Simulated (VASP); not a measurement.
# CaBr (P-6m2) in VASP: single point with PBEsol

Aim: the single point of CaBr with PBEsol.

Program: VASP 6.6.1. These are calculated values, not measurements. Logs are shortened: lines on timing, memory, paths and dates and some standing lists are left out, and cuts for length are marked.

**1. The cell of the first run**

Symmetry: P-6m2, No. 187, hexagonal system. Conventional cell: a = 3.917 Å, b = 3.917 Å, c = 3.690 Å, α = 90.00°, β = 90.00°, γ = 120.00°. Within 4.0 Å of Ca (site symmetry -6m2) lie 6 Br at 2.92 Å and 8 Ca at 3.69 to 3.92 Å. Br (site symmetry -6m2) has 6 Ca at 2.92 Å and 8 Br at 3.69 to 3.92 Å within 4.0 Å.

**2. Single point, PBEsol (strain -0.1500 x Voigt [0, 0, 1, 0, 0, 0])**

The input, INCAR:

```
SYSTEM = CaBr
PREC = Accurate ; ENCUT = 520
EDIFF = 1E-6 ; ISMEAR = 0
SIGMA = 0.15 ; LREAL = .FALSE.
LASPH = .TRUE. ; NELM = 60
ALGO = Normal ; ISIF = 2
LWAVE = .FALSE. ; LCHARG = .FALSE.
GGA = PS ; NBANDS = 16
```

The input, KPOINTS:

```
Automatic mesh
0
G
  15 15 12
  0 0 0
```

The input, POSCAR:

```
CaBr
1.0
    3.9170223818      0.0000000000      0.0000000000
   -1.9585111909      3.3922408898      0.0000000000
    0.0000000000      0.0000000000      3.6898789000
Ca Br
1 1
Direct
    0.0000000000      0.0000000000      0.0000000000
    0.3333333333      0.6666666667      0.5000000000
```

Potentials or basis: VASP PAW PBE potentials, release 64 (Ca_sv, Br).

Started as:

```sh
$ cat potpaw_PBE.64/Ca_sv/POTCAR potpaw_PBE.64/Br/POTCAR > POTCAR
$ mpirun -np 1 vasp_std > vasp.out
```

OUTCAR:

```text
SYSTEM = CaBr
   PREC = Accurate
   ENCUT = 520
   EDIFF = 1E-6
   ISMEAR = 0
   LREAL = .FALSE.
   LASPH = .TRUE.
   NELM = 60
   ISIF = 2
   GGA = PS

 ion  position               nearest neighbor table
   1  0.000  0.000  0.000-   2 2.92   2 2.92   2 2.92   2 2.92   2 2.92   2 2.92
   2  0.333  0.667  0.500-   1 2.92   1 2.92   1 2.92   1 2.92   1 2.92   1 2.92

  LATTYP: Found a hexagonal cell.
 ALAT       =     3.9170223818
 C/A-ratio  =     0.9420111861

  Lattice vectors:

 A1 = (   3.9170223818,   0.0000000000,   0.0000000000)
 A2 = (  -1.9585111909,   3.3922408898,   0.0000000000)
 A3 = (   0.0000000000,   0.0000000000,   3.6898789000)

Analysis of symmetry for initial positions (statically):
=====================================================================
 Subroutine PRICEL returns:
 Original cell was already a primitive cell.

 Routine SETGRP: Setting up the symmetry group for a
 hexagonal supercell.

 Subroutine GETGRP returns: Found 12 space group operations
 (whereof 12 operations were pure point group operations)
 out of a pool of 24 trial point group operations.

The static configuration has the point symmetry D_3h.

Analysis of symmetry for dynamics (positions and initial velocities):
=====================================================================
 Subroutine PRICEL returns:
 Original cell was already a primitive cell.

 Routine SETGRP: Setting up the symmetry group for a
 hexagonal supercell.

 Subroutine GETGRP returns: Found 12 space group operations
 (whereof 12 operations were pure point group operations)
 out of a pool of 24 trial point group operations.

The dynamic configuration has the point symmetry D_3h.

 Subroutine INISYM returns: Found 12 space group operations
 (whereof 12 operations are pure point group operations),
 and found     1 'primitive' translations

----------------------------------------------------------------------------------------

                                     Primitive cell

  volume of cell :      49.0292

  direct lattice vectors                    reciprocal lattice vectors
     3.917022382  0.000000000  0.000000000     0.255295963  0.147395193  0.000000000
    -1.958511191  3.392240890  0.000000000     0.000000000  0.294790386  0.000000000
     0.000000000  0.000000000  3.689878900     0.000000000  0.000000000  0.271011604

  length of vectors
     3.917022382  3.917022382  3.689878900     0.294790386  0.294790386  0.271011604

  position of ions in fractional coordinates (direct lattice)
     0.000000000  0.000000000  0.000000000
     0.333333333  0.666666667  0.500000000

  ion indices of the primitive-cell ions
   primitive index   ion index
                 1           1
                 2           2

----------------------------------------------------------------------------------------

 KPOINTS: Automatic mesh

Automatic generation of k-mesh.
 Grid dimensions read from file:
 generate k-points for:   15   15   12

 Generating k-lattice:

  Cartesian coordinates                     Fractional coordinates (reciprocal lattice)
     0.017019731  0.009826346  0.000000000     0.066666667 -0.000000000  0.000000000
     0.000000000  0.019652692  0.000000000     0.000000000  0.066666667  0.000000000
     0.000000000  0.000000000  0.022584300     0.000000000  0.000000000  0.083333333

  Length of vectors
     0.019652692  0.019652692  0.022584300

  Shift w.r.t. Gamma in fractional coordinates (k-lattice)
     0.000000000  0.000000000  0.000000000

 Subroutine IBZKPT returns following result:
 ===========================================

 Found    189 irreducible k-points:

 Following reciprocal coordinates:
            Coordinates               Weight
  0.000000  0.000000  0.000000      1.000000
  0.066667  0.000000  0.000000      6.000000
  0.133333 -0.000000  0.000000      6.000000
  0.200000  0.000000  0.000000      6.000000
  0.266667 -0.000000  0.000000      6.000000
  0.333333  0.000000  0.000000      6.000000
[... 16 lines left out ...]
  0.333333  0.200000  0.000000     12.000000
  0.400000  0.200000  0.000000      6.000000
 [... further k-points ...]
   k-points           NKPTS =    189   k-points in BZ     NKDIM =    189   number of bands    NBANDS=     16
   number of dos      NEDOS =    301   number of ions     NIONS =      2
   total plane-waves  NPLWV =  25200
   dimension x,y,z NGX =    30 NGY =   30 NGZ =   28
   dimension x,y,z NGXF=    60 NGYF=   60 NGZF=   56
   ions per type =               1   1
   NGX,Y,Z   is equivalent  to a cutoff of  12.73, 12.73, 12.62 a.u.
   NGXF,Y,Z  is equivalent  to a cutoff of  25.47, 25.47, 25.23 a.u.
 SYSTEM =  CaBr
   PREC   = accura    normal or accurate (medium, high low for compatibility)
   ISTART =      0    job   : 0-new  1-cont  2-samecut
   ICHARG =      2    charge: 1-file 2-atom 10-const
   ISPIN  =      1    spin polarized calculation?
   LNONCOLLINEAR =      F non collinear calculations
   LSORBIT =      F    spin-orbit coupling
   LASPH  =      T    aspherical Exc in radial PAW
   ENCUT  =  520.0 eV  38.22 Ry    6.18 a.u.   7.28  7.28  6.86*2*pi/ulx,y,z
   NELM   =     60;   NELMIN=  2; NELMDL= -5     # of ELM steps
   EDIFF  = 0.1E-05   stopping-criterion for ELM
   LREAL  =      F    real-space projection
   EDIFFG = 0.1E-04   stopping-criterion for IOM
   NSW    =      0    number of steps for IOM
   IBRION =     -1    ionic relax: 0-MD 1-quasi-New 2-CG
   NFREE  =      0    steps in history (QN), initial steepest desc. (CG)
   ISIF   =      2    stress and relaxation
   ISYM   =      2    0-nonsym 1-usesym 2-fastsym
   POTIM  = 0.5000    time-step for ionic-motion
   TEBEG  =    0.0;   TEEND  =   0.0 temperature during run
   PSTRESS=    0.0 pullay stress
   NELECT =      17.0000    total number of electrons
   NUPDOWN=      -1.0000    fix difference up-down
   EMIN   =  10.00;   EMAX   =-10.00  energy-range for DOS
   EFERMI =   0.00;   METHOD = LEGACY
   ISMEAR =     0;   SIGMA  =   0.15  broadening in eV -4-tet -1-fermi 0-gaus
   EFERMI_NEDOS =   21; number of points for ismear=-14 and -15
   IALGO  =     38    algorithm
   IMIX   =      4    mixing-type and parameters
     AMIX     =   0.40;   BMIX     =  1.00
     AMIX_MAG =   1.60;   BMIX_MAG =  1.00
  volume/ion in A,a.u.               =      24.51       165.43
  Fermi-wavevector in a.u.,A,eV,Ry     =   1.150110  2.173393 17.997159  1.322754
  Thomas-Fermi vector in A             =   2.286776
   LORBIT       =      0    0 simple, 1 ext, 2 COOP (PROOUT), +10 PAW based schemes
   GGA     = PS    functional components
   LHFCALC =     F    Hartree Fock is set to
   AEXX    =    0.0000 exact exchange contribution
   IVDW    =     0    specifies the selected vdW correction
   LEPSILON=     F    determine dielectric tensor
   LRPA    =     F    only Hartree local field effects (RPA)
 non-spin polarized calculation
 Gauss-broadening in eV      SIGMA  =   0.15
  energy-cutoff  :      520.00
  volume of cell :       49.03
 maximum number of plane-waves:      1358
 NGX is ok and might be reduce to    30
   NGX = 15   NGY = 15   NGZ = 13

 number of electron      16.9999998 magnetization

 Free energy of the ion-electron system (eV)
  ---------------------------------------------------
  ext. energy  EPLUGINS =         0.00000000
  ---------------------------------------------------
  free energy    TOTEN  =        -6.42858057 eV

  energy without entropy =       -6.39370637  energy(sigma->0) =       -6.41114347

 E-fermi :   5.8537     XC(G=0):  -9.6463

 val. band max:        5.8521687995   @ k =   0.3333   0.1333   0.1667
 cond. band min:       5.8544363584   @ k =   0.2667  -0.0000   0.5000
 fundamental gap:      0.0022675590
 Fermi energy:         5.8536722746

 k-point     1 :       0.0000    0.0000    0.0000
  band No.  band energies     occupation
      1     -35.8913      2.00000
      2     -17.0278      2.00000
      3     -16.9938      2.00000
      4     -16.9938      2.00000
      5     -12.6061      2.00000
      6       0.2742      2.00000
[... 8 lines left out ...]
     15      11.8939      0.00000
     16      12.1164      0.00000

 k-point     2 :       0.0667    0.0000    0.0000
  band No.  band energies     occupation
      1     -35.8907      2.00000
      2     -17.0267      2.00000
      3     -17.0045      2.00000
      4     -16.9954      2.00000
      5     -12.5844      2.00000
      6       0.1266      2.00000
[... 8 lines left out ...]
     15      11.7039      0.00000
     16      12.2253      0.00000

 k-point     3 :       0.1333   -0.0000    0.0000
  band No.  band energies     occupation
      1     -35.8892      2.00000
      2     -17.0341      2.00000
      3     -17.0235      2.00000
      4     -17.0000      2.00000
      5     -12.5230      2.00000
      6      -0.2420      2.00000
[... 8 lines left out ...]
     15      11.5776      0.00000
     16      12.5429      0.00000

 k-point     4 :       0.2000    0.0000    0.0000
  band No.  band energies     occupation
      1     -35.8870      2.00000
      2     -17.0768      2.00000
      3     -17.0188      2.00000
      4     -17.0067      2.00000
      5     -12.4325      2.00000
      6      -0.6983      2.00000
[... 8 lines left out ...]
     15      11.5737      0.00000
     16      13.0443      0.00000
[... 324 lines left out ...]
 k-point    22 :       0.2667    0.2000    0.0000
  band No.  band energies     occupation
      1     -35.8795      2.00000
      2     -17.1852      2.00000
      3     -17.0555      2.00000
      4     -17.0033      2.00000
      5     -12.1309      2.00000
      6      -1.5665      2.00000
[... 8 lines left out ...]
     15      12.0769      0.00000
     16      12.9800      0.00000

 k-point    23 :       0.3333    0.2000    0.0000
  band No.  band energies     occupation
      1     -35.8782      2.00000
      2     -17.1998      2.00000
      3     -17.0660      2.00000
      4     -17.0008      2.00000
      5     -12.0807      2.00000
      6      -1.6569      2.00000
[... 8 lines left out ...]
     15      11.8703      0.00000
     16      13.1461      0.00000

 k-point    24 :       0.4000    0.2000    0.0000
  band No.  band energies     occupation
      1     -35.8778      2.00000
      2     -17.2048      2.00000
      3     -17.0699      2.00000
      4     -16.9998      2.00000
      5     -12.0629      2.00000
      6      -1.6864      2.00000
[... 8 lines left out ...]
     15      11.6746      0.00000
     16      13.2268      0.00000

 [... further k-points ...]

------------------------ aborting loop because EDIFF is reached ----------------------------------------

  FORCE on cell =-STRESS in cart. coord.  units (eV):
  Direction    XX          YY          ZZ          XY          YZ          ZX
  --------------------------------------------------------------------------------------
  -------------------------------------------------------------------------------------
  Total        0.4231823      0.4231823      2.1739474      0.0000000     -0.0000000      0.0000000
  in kB       13.8287601     13.8287601     71.0402946      0.0000000     -0.0000000      0.0000000
  external PRESSURE =      32.8992716 kB  Pullay stress =       0.0000000 kB

 VOLUME and BASIS-vectors are now :
 -----------------------------------------------------------------------------
  energy-cutoff  :      520.00
  volume of cell :       49.03
      direct lattice vectors                 reciprocal lattice vectors
     3.917022382  0.000000000  0.000000000     0.255295963  0.147395193  0.000000000
    -1.958511191  3.392240890  0.000000000     0.000000000  0.294790386  0.000000000
     0.000000000  0.000000000  3.689878900     0.000000000  0.000000000  0.271011604

 POSITION                                       TOTAL-FORCE (eV/Angst)
 -----------------------------------------------------------------------------------
      0.00000      0.00000      0.00000        -0.000000      0.000000      0.000000
     -0.00000      2.26149      1.84494         0.000000     -0.000000      0.000000
 -----------------------------------------------------------------------------------
    total drift:                                0.000000     -0.000000     -0.000000

  FREE ENERGIE OF THE ION-ELECTRON SYSTEM (eV)
  ---------------------------------------------------
  free  energy   TOTEN  =        -6.4285805666 eV

  energy  without entropy=       -6.3937063667  energy(sigma->0) =       -6.41114347
```

Run time: 90 s. Hardware: 1 thread of Intel Xeon Platinum 8375C at 2.90GHz (Ice Lake), shared host; peak memory 0.28 GiB.

Results:

| Item | Value |
| --- | --- |
| Free energy | -6.4286 eV |
| Pressure | 3.3 GPa |
| Band gap on the k mesh | zero (an odd number of electrons rules out a gap without spin polarisation) |

Stress tensor (GPa, compression positive):
```
1.38 0.00 0.00
0.00 1.38 0.00
0.00 0.00 7.10
```

Caveat: the cell differs from its parent crystal (strain -0.1500 x Voigt [0, 0, 1, 0, 0, 0]); the stress differs along the axes, from 1 to 7 GPa; the PAW data sets were made with another functional, which shifts forces and pressure a little; an odd number of electrons without spin polarisation forces a metal; a magnetic or distorted state may lie lower.
